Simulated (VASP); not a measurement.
# Ta (Fm-3m) in VASP: further runs

The runs below take Ta through single point, relaxation of cell and atoms, with PBE.

Everything below comes from runs of VASP 6.6.1. Logs are shortened: lines on timing, memory, paths and dates and some standing lists are left out, and cuts for length are marked.

### 1 The cell of the first run

Symmetry: Fm-3m, No. 225, cubic system. The conventional cell has a = 4.224 Å, b = 4.224 Å, c = 4.224 Å, α = 90.00°, β = 90.00°, γ = 90.00°. Within 3.9 Å of Ta (site symmetry m-3m) lie 12 Ta at 2.99 Å.

### 2 Single point, PBE

Contents of INCAR:

```
SYSTEM = Ta
PREC     = Accurate       ! precision mode
ENCUT    = 520            ! plane-wave cutoff, eV
EDIFF    = 1E-6           ! SCF threshold, eV
ISMEAR   = -1             ! smearing method
SIGMA    = 0.08           ! smearing width, eV
LREAL    = .False.        ! projectors in reciprocal space
LASPH    = .True.         ! aspherical terms in the spheres
NELM     = 80             ! most SCF steps
ALGO     = Normal         ! electronic algorithm
ISIF     = 2              ! what is computed and relaxed
LWAVE    = .False.        ! write WAVECAR
LCHARG   = .False.        ! write CHGCAR
GGA      = PE             ! functional
NBANDS   = 12             ! bands
```

Contents of KPOINTS:

```
Automatic mesh
0
Gamma
  16 16 16
  0 0 0
```

Contents of POSCAR:

```
Ta
1.0
    0.0000000000      2.1121900033      2.1121900033
    2.1121900033      0.0000000000      2.1121900033
    2.1121900033      2.1121900033      0.0000000000
Ta
1
Direct
    0.0000000000      0.0000000000      0.0000000000
```

Potentials or basis: VASP PAW PBE potentials, release 64 (Ta_pv).

Launch:

```sh
$ cat potpaw_PBE.64/Ta_pv/POTCAR > POTCAR
$ mpirun -np 1 vasp_std > vasp.out
```

OUTCAR:

```text
SYSTEM = Ta
   PREC = Accurate
   ENCUT = 520
   EDIFF = 1E-6
   ISMEAR = -1
   LREAL = .False.
   LASPH = .True.
   NELM = 80
   ISIF = 2
   GGA = PE

 ion  position               nearest neighbor table
   1  0.000  0.000  0.000-

  LATTYP: Found a face centered cubic cell.
 ALAT       =     4.2243800066

  Lattice vectors:

 A1 = (   0.0000000000,   2.1121900033,   2.1121900033)
 A2 = (   2.1121900033,   0.0000000000,   2.1121900033)
 A3 = (   2.1121900033,   2.1121900033,   0.0000000000)

Analysis of symmetry for initial positions (statically):
=====================================================================
 Subroutine PRICEL returns:
 Original cell was already a primitive cell.

 Routine SETGRP: Setting up the symmetry group for a
 face centered cubic supercell.

 Subroutine GETGRP returns: Found 48 space group operations
[... 9 lines left out ...]

 Routine SETGRP: Setting up the symmetry group for a
 face centered cubic supercell.

 Subroutine GETGRP returns: Found 48 space group operations
[... 11 lines left out ...]
                                     Primitive cell

  volume of cell :      18.8464

  direct lattice vectors                    reciprocal lattice vectors
     0.000000000  2.112190003  2.112190003    -0.236721128  0.236721128  0.236721128
     2.112190003  0.000000000  2.112190003     0.236721128 -0.236721128  0.236721128
     2.112190003  2.112190003  0.000000000     0.236721128  0.236721128 -0.236721128

  length of vectors
     2.987087749  2.987087749  2.987087749     0.410013021  0.410013021  0.410013021

  position of ions in fractional coordinates (direct lattice)
     0.000000000  0.000000000  0.000000000

  ion indices of the primitive-cell ions
   primitive index   ion index
                 1           1

----------------------------------------------------------------------------------------

 KPOINTS: Automatic mesh

Automatic generation of k-mesh.
 Grid dimensions read from file:
 generate k-points for:   16   16   16

 Generating k-lattice:

  Cartesian coordinates                     Fractional coordinates (reciprocal lattice)
    -0.014795070  0.014795070  0.014795070     0.062500000  0.000000000  0.000000000
     0.014795070 -0.014795070  0.014795070     0.000000000  0.062500000  0.000000000
     0.014795070  0.014795070 -0.014795070     0.000000000  0.000000000  0.062500000

  Length of vectors
     0.025625814  0.025625814  0.025625814
[... 52 lines left out ...]
   ENCUT  =  520.0 eV  38.22 Ry    6.18 a.u.   5.55  5.55  5.55*2*pi/ulx,y,z
   NELM   =     80;   NELMIN=  2; NELMDL= -5     # of ELM steps
   EDIFF  = 0.1E-05   stopping-criterion for ELM
   LREAL  =      F    real-space projection
   EDIFFG = 0.1E-04   stopping-criterion for IOM
   NSW    =      0    number of steps for IOM
   IBRION =     -1    ionic relax: 0-MD 1-quasi-New 2-CG
   NFREE  =      0    steps in history (QN), initial steepest desc. (CG)
   ISIF   =      2    stress and relaxation
   ISYM   =      2    0-nonsym 1-usesym 2-fastsym
   POTIM  = 0.5000    time-step for ionic-motion
   TEBEG  =    0.0;   TEEND  =   0.0 temperature during run
   PSTRESS=    0.0 pullay stress
   NELECT =      11.0000    total number of electrons
   NUPDOWN=      -1.0000    fix difference up-down
   EMIN   =  10.00;   EMAX   =-10.00  energy-range for DOS
   EFERMI =   0.00;   METHOD = LEGACY
   ISMEAR =    -1;   SIGMA  =   0.08  broadening in eV -4-tet -1-fermi 0-gaus
   EFERMI_NEDOS =   21; number of points for ismear=-14 and -15
   IALGO  =     38    algorithm
   IMIX   =      4    mixing-type and parameters
     AMIX     =   0.40;   BMIX     =  1.00
     AMIX_MAG =   1.60;   BMIX_MAG =  1.00
  volume/ion in A,a.u.               =      18.85       127.18
  Fermi-wavevector in a.u.,A,eV,Ry     =   1.368136  2.585403 25.467349  1.871797
  Thomas-Fermi vector in A             =   2.494127
   LORBIT       =      0    0 simple, 1 ext, 2 COOP (PROOUT), +10 PAW based schemes
   GGA     = PE    functional components
   LHFCALC =     F    Hartree Fock is set to
   AEXX    =    0.0000 exact exchange contribution
   IVDW    =     0    specifies the selected vdW correction
   LEPSILON=     F    determine dielectric tensor
   LRPA    =     F    only Hartree local field effects (RPA)
 non-spin polarized calculation
  energy-cutoff  :      520.00
  volume of cell :       18.85
 maximum number of plane-waves:       531
 NGX is ok and might be reduce to    24
   NGX = 11   NGY = 11   NGZ = 11

 number of electron      11.0000001 magnetization

 Free energy of the ion-electron system (eV)
  ---------------------------------------------------
  ext. energy  EPLUGINS =         0.00000000
  ---------------------------------------------------
  free energy    TOTEN  =       -11.58731418 eV

  energy without entropy =      -11.56130824  energy(sigma->0) =      -11.57431121

 E-fermi :   5.4918     XC(G=0): -12.3917

 val. band max:        5.4874741623   @ k =   0.4375   0.3125   0.0625
 cond. band min:       5.5084887999   @ k =   0.3750   0.1875   0.0625
 fundamental gap:      0.0210146376
 Fermi energy:         5.4917815754

 k-point     1 :       0.0000    0.0000    0.0000
  band No.  band energies     occupation
      1     -28.1496      2.00000
      2     -28.1496      2.00000
      3     -28.1496      2.00000
      4      -2.6184      2.00000
      5       5.9415      0.00722
      6       5.9415      0.00722
      7       5.9415      0.00722
      8       8.9232      0.00000
      9       8.9232      0.00000
     10      17.9456      0.00000
     11      19.6112      0.00000
     12      22.7847      0.00000
[... 331 lines left out ...]
 k-point    24 :      -0.0625    0.0625    0.0000
  band No.  band energies     occupation
      1     -28.2477      2.00000
      2     -28.1781      2.00000
      3     -28.1565      2.00000
      4      -2.2075      2.00000
      5       5.5834      0.48283
      6       6.1255      0.00073
      7       6.1558      0.00050
      8       8.5727      0.00000
      9       8.9211      0.00000
     10      18.7903      0.00000
     11      19.6104      0.00000
     12      21.3375      0.00000

 [... further k-points ...]
[... 5 lines left out ...]
  --------------------------------------------------------------------------------------
  -------------------------------------------------------------------------------------
  Total        0.0014571      0.0014571      0.0014571      0.0000000     -0.0000000      0.0000000
  in kB        0.1238707      0.1238707      0.1238707      0.0000000     -0.0000000      0.0000000
  external PRESSURE =       0.1238707 kB  Pullay stress =       0.0000000 kB

 VOLUME and BASIS-vectors are now :
 -----------------------------------------------------------------------------
  energy-cutoff  :      520.00
  volume of cell :       18.85
      direct lattice vectors                 reciprocal lattice vectors
     0.000000000  2.112190003  2.112190003    -0.236721128  0.236721128  0.236721128
     2.112190003  0.000000000  2.112190003     0.236721128 -0.236721128  0.236721128
     2.112190003  2.112190003  0.000000000     0.236721128  0.236721128 -0.236721128

 POSITION                                       TOTAL-FORCE (eV/Angst)
 -----------------------------------------------------------------------------------
      0.00000      0.00000      0.00000        -0.000000     -0.000000     -0.000000
 -----------------------------------------------------------------------------------
    total drift:                               -0.000000     -0.000000     -0.000000

  FREE ENERGIE OF THE ION-ELECTRON SYSTEM (eV)
  ---------------------------------------------------
  free  energy   TOTEN  =       -11.5873141768 eV

  energy  without entropy=      -11.5613082386  energy(sigma->0) =      -11.57431121
```

stdout:

```text
POSCAR found type information on POSCAR Ta
 POSCAR found :  1 types and       1 ions
 scaLAPACK will be used
 LDA part: xc-table for (Slater+PW92), standard interpolation
 POSCAR, INCAR and KPOINTS ok, starting setup
 FFT: planning ... GRIDC
 FFT: planning ... GRID_SOFT
 FFT: planning ... GRID
 WAVECAR not read
 entering main loop
```

It took 13 s on 1 thread of Intel Xeon Platinum 8375C at 2.90GHz (Ice Lake), shared host; peak memory 0.16 GiB.

Results:

* Free energy: -11.5873 eV
* Pressure: 0.0 GPa

Caveat: spin-orbit coupling is left out, which moves the levels of the heavy elements.

### 3 Relaxation of cell and atoms, PBE, target pressure 54 GPa, at which the enthalpy is minimised

This run uses another cell than the first one, of 15.45 Å³/atom, 0.820 times its volume.

Contents of INCAR:

```
  PREC = Accurate
  ENCUT = 600
  EDIFF = 1E-6
  ISMEAR = -1
  SIGMA = 0.08
  LREAL = F
  LASPH = T
  NELM = 60
  ALGO = Normal
  ISIF = 3
  LWAVE = F
  LCHARG = F
  GGA = PE
  IBRION = 2
  NSW = 60
  EDIFFG = -0.005
  PSTRESS = 540.0
```

Contents of KPOINTS:

```
regular mesh
0
Gamma
  17 17 17
```

Contents of POSCAR:

```
Ta
1.0
    0.0000000000      1.9769890640      1.9769890640
    1.9769890640      0.0000000000      1.9769890640
    1.9769890640      1.9769890640      0.0000000000
Ta
1
Direct
    0.0000000000      0.0000000000      0.0000000000
```

Potentials or basis: VASP PAW PBE potentials, release 64 (Ta_pv).

Launch:

```sh
$ cat potpaw_PBE.64/Ta_pv/POTCAR > POTCAR
$ mpirun -np 1 vasp_std > vasp.out
```

Wall time 24 s (1 thread of Intel Xeon Platinum 8375C at 2.90GHz (Ice Lake), shared host); peak memory 0.16 GiB.

Results (log left out):

- Free energy: -11.1012 eV
- Relaxed volume: 15.48 Å³/atom
- Relaxed cell: a = 2.797 Å, b = 2.797 Å, c = 2.797 Å, α = 60.00°, β = 60.00°, γ = 60.00°
- Space group after relaxing (to 0.05 Å): Fm-3m (No. 225)
- Energy change on relaxing (the enthalpy is what falls): -8.4 meV/atom
- Ionic steps: 3
- Pressure after relaxing: 54.0 GPa

The path:
```
step  energy change (eV)  largest force (eV/Å)  pressure (GPa)  volume (Å³)
   1              0.0000                0.0000           54.60        15.45
   2             -0.0432                0.0000           51.50        15.58
   3             -0.0084                0.0000           54.01        15.48
```

Final structure:
```
CELL_PARAMETERS angstrom
0.00000 1.97805 1.97805
1.97805 0.00000 1.97805
1.97805 1.97805 0.00000
ATOMIC_POSITIONS crystal
Ta 0.00000 0.00000 0.00000
```

Levels at points of the mesh, in eV from the Fermi level:
```tsv
k point	band 2	band 3	band 4	band 5	band 6	band 7	band 8	band 9
(0.00, 0.00, 0.00)	-32.93	-32.93	-8.94	0.29	0.29	0.29	4.17	4.17
```

Caveat: the cell is relaxed towards a set pressure, so the enthalpy falls and the energy may rise; spin-orbit coupling is left out, which moves the levels of the heavy elements.

(Part 1 of 2 ends here.)
